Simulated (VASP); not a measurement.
## Li3Mn: single point with PBE

Li3Mn:

```
CELL_PARAMETERS angstrom
5.79682 0.00000 0.00000
-2.89841 5.02019 0.00000
0.00000 0.00000 4.75401
ATOMIC_POSITIONS crystal
Li 0.82912 0.65824 0.25000
Li 0.17088 0.82912 0.75000
Li 0.34176 0.17088 0.25000
Li 0.17088 0.34176 0.75000
Li 0.82912 0.17088 0.25000
Li 0.65824 0.82912 0.75000
Mn 0.33333 0.66667 0.25000
Mn 0.66667 0.33333 0.75000
```

- Program: VASP 6.6.1
- Task: single point
- Functional: PBE
- Potentials or basis: VASP PAW PBE potentials, release 64 (Li_sv, Mn_pv)
- Cutoff: 520 eV
- k mesh: 6 × 6 × 4
- Occupations: gaussian, width 0.1 eV
- Spin: collinear spin, ferromagnetic start
- Starting moments: [0.0, 0.0, 0.0, 0.0, 0.0, 0.0, 3.85, 3.85] μB

- Band gap on the k mesh: zero (filled and empty bands overlap)
- Net moment: 7.97 μB per cell
- Site moments: Li -0.01; Mn +4.01 μB
- Valence electrons inside the program's atomic spheres: Li 2.09; Mn 11.34

Forces in eV/Å, atoms in the order of the input:
```
Li   0.000 -0.002  0.000
Li   0.002 -0.001  0.000
Li   0.002  0.001  0.000
Li   0.000  0.002  0.000
Li  -0.002  0.001  0.000
Li  -0.002 -0.001  0.000
Mn   0.000  0.000  0.000
Mn   0.000  0.000  0.000
```

Levels at points of the mesh, in eV from the Fermi level:
Spin up:
| k point | band 23 | band 24 | band 25 | band 26 | band 27 | band 28 | band 29 | band 30 |
| --- | --- | --- | --- | --- | --- | --- | --- | --- |
| (0.00, 0.00, 0.00) | -2.57 | -0.43 | -0.19 | -0.19 | -0.15 | 0.23 | 1.53 | 1.53 |
| (0.50, 0.00, 0.00) | -2.63 | -2.51 | -0.72 | -0.57 | 1.36 | 1.98 | 3.33 | 3.52 |
| (0.00, 0.00, 0.50) | -2.60 | -2.60 | 0.67 | 0.67 | 0.67 | 0.67 | 0.87 | 0.87 |
| (0.50, 0.00, 0.50) | -2.23 | -2.23 | -1.37 | -1.37 | 0.73 | 0.73 | 0.78 | 0.78 |
Spin down:
| k point | band 16 | band 17 | band 18 | band 19 | band 20 | band 21 |
| --- | --- | --- | --- | --- | --- | --- |
| (0.00, 0.00, 0.00) | -0.46 | -0.46 | -0.15 | 0.11 | 0.11 | 0.43 |
| (0.50, 0.00, 0.00) | -0.66 | -0.16 | 0.19 | 0.26 | 0.33 | 0.40 |
| (0.00, 0.00, 0.50) | -0.03 | -0.03 | -0.03 | 0.59 | 0.59 | 0.59 |
| (0.50, 0.00, 0.50) | -1.60 | -0.32 | -0.32 | -0.21 | -0.21 | 0.58 |

Run time: 4.8 min on 1 thread of Intel(R) Xeon(R) Platinum 8375C CPU @ 2.90GHz (Ice Lake) (shared host), peak memory 0.4 GiB.
